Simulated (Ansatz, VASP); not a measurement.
**Two plane-wave programs on MgO**

The input INCAR:

```
ALGO = Normal
EDIFF = 1E-6
ENCUT = 520
GGA = PE
ISIF = 2
ISMEAR = 0
LASPH = True
LCHARG = True
LELF = True
LREAL = False
LVHAR = True
LWAVE = False
NBANDS = 11
NELM = 100
PREC = Accurate
SIGMA = 0.05
```

The input KPOINTS:

```
k-points
0
Gamma
  10 10 10
```

POSCAR

```
MgO
1.0
    0.0000000000      2.1269229054      2.1269229054
    2.1269229054      0.0000000000      2.1269229054
    2.1269229054      2.1269229054      0.0000000000
Mg O
1 1
Direct
    0.0117540697     -0.0117540697      0.0117540697
    0.5000000000      0.5000000000      0.5000000000
```

Input for Ansatz:

```yaml
crystal:
  lattice:
    - [0.0, 2.1269229054, 2.1269229054]
    - [2.1269229054, 0.0, 2.1269229054]
    - [2.1269229054, 2.1269229054, 0.0]
  atoms:
    - { symbol: Mg, position: [0.0117540697, -0.0117540697, 0.0117540697] }
    - { symbol: O, position: [0.5, 0.5, 0.5] }
basis:
  ecutwfc: 420
kpoints:
  mp_grid: { grid: [10, 10, 10] }
hamiltonian:
  xc: pbe
scf:
  occupations: { method: gaussian, width: 0.05 }
output:
  forces: true
  stress: true
  eigenvalues: true
```

Change from the starting cell: all Mg atoms moved +0.050 Å, as atom 1 along Cartesian [0 1 0].

Alike in both runs: task single point; functional PBE; k mesh 10 × 10 × 10; occupations gaussian, width 0.05 eV; no spin polarisation.

```csv
,VASP,Ansatz
version,VASP 6.6.1,Ansatz 0.2.0
potentials or method,"VASP PAW PBE potentials, release 64 (Mg, O), cutoff 520 eV","scalar-relativistic, plane waves, PAW"
valence electrons in the cell,8,16
```

VASP gave:

* gap on the k mesh at the Fermi level (eV): 4.44
* least direct gap on the mesh (eV): 4.44
* pressure (GPa): -0.5
* traceless stress, the component that is largest in VASP (GPa): 0.54
* rms of the force components (eV/Å): 0.141

Question: Estimate Ansatz's values.

Answer: gap on the k mesh at the Fermi level (eV): 4.46; least direct gap on the mesh (eV): 4.46; pressure (GPa): 0.2; traceless stress, the component that is largest in VASP (GPa): 0.53; rms of the force components (eV/Å): 0.139.

Atom by atom the forces differ by 0.002 eV/Å (rms over components). With one functional, cell and mesh, what is left measures potentials, basis and numerics. VASP's potentials hold 8 valence electrons a cell and Ansatz's 16, so a difference there can come from the potentials and not from the codes.
